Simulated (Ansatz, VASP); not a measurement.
# One calculation of C, two programs

```
C
1.0
     2.46125    0.00000    0.00000
    -1.23062    2.13150    0.00000
     0.00000    0.00000    4.19803
C
4
Cartesian
  0.0000 1.4210 0.0001
  1.2306 0.7105 2.0991
  0.0000 1.4210 1.5699
  1.2306 0.7105 3.6690
```

Change from the starting cell: strained cell.

Alike in both runs: functional PBEsol; k mesh 9 × 9 × 6; occupations gaussian, width 0.02 eV; no spin polarisation.

Ansatz relaxed the structure, and its values are those at the end. VASP's run is a single point on that final structure, the one shown.

```csv
,VASP,Ansatz
version,VASP 6.6.1,Ansatz 0.2.0
potentials or method,"VASP PAW PBE potentials, release 64 (C_h), cutoff 1300 eV","scalar-relativistic, plane waves, PAW"
valence electrons in the cell,16,16
```

```tsv
	VASP	Ansatz	Ansatz less VASP
gap on the k mesh at the Fermi level (eV)	2.90	2.92	+0.015
least direct gap on the mesh (eV)	4.70	4.69	-0.002
pressure (GPa)	10.4	10.1	-0.23
```

VASP's potentials were made for PBE, not for PBEsol, and Ansatz warns of the same on its side. Ansatz's warnings: stress scf threshold loose.
